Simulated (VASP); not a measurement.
A run of VASP 6.6.1:

File INCAR:

```
SYSTEM = NaSe
PREC = Accurate
ENCUT = 520
EDIFF = 1E-6
ISMEAR = 1
SIGMA = 0.1
LREAL = .FALSE.
LASPH = .TRUE.
NELM = 100
ALGO = Normal
ISIF = 2
LWAVE = .FALSE.
LCHARG = .TRUE.
GGA = PS
IVDW = 12
LELF = .TRUE.
LVHAR = .TRUE.
NBANDS = 14
```

File KPOINTS:

```
regular mesh
0
G
  6 6 6
  0 0 0
```

The input POSCAR:

```
NaSe
1.0
    0.0000000000      2.8465588419      2.8465588419
    2.8465588419      0.0000000000      2.8465588419
    2.8465588419      2.8465588419      0.0000000000
Na Se
1 1
Direct
    0.0000000000      0.0000000000      0.0000000000
    0.5000000000      0.5000000000      0.5000000000
```

Potentials or basis: VASP PAW PBE potentials, release 64 (Na_pv, Se).

Command:

```bash
$ cat potpaw_PBE.64/Na_pv/POTCAR potpaw_PBE.64/Se/POTCAR > POTCAR
$ mpirun -np 1 vasp_std > vasp.out
```

Hardware: 1 thread of Intel(R) Xeon(R) Platinum 8259CL CPU @ 2.50GHz (Skylake/Cascade Lake), on a shared host.

**Question.** Estimate the wall time of this run.

**Answer.** Run time: 10 s on 1 thread of Intel(R) Xeon(R) Platinum 8259CL CPU @ 2.50GHz (Skylake/Cascade Lake), with other jobs on the host, peak memory 0.17 GiB. Counts: scf iterations 11, k points 16.
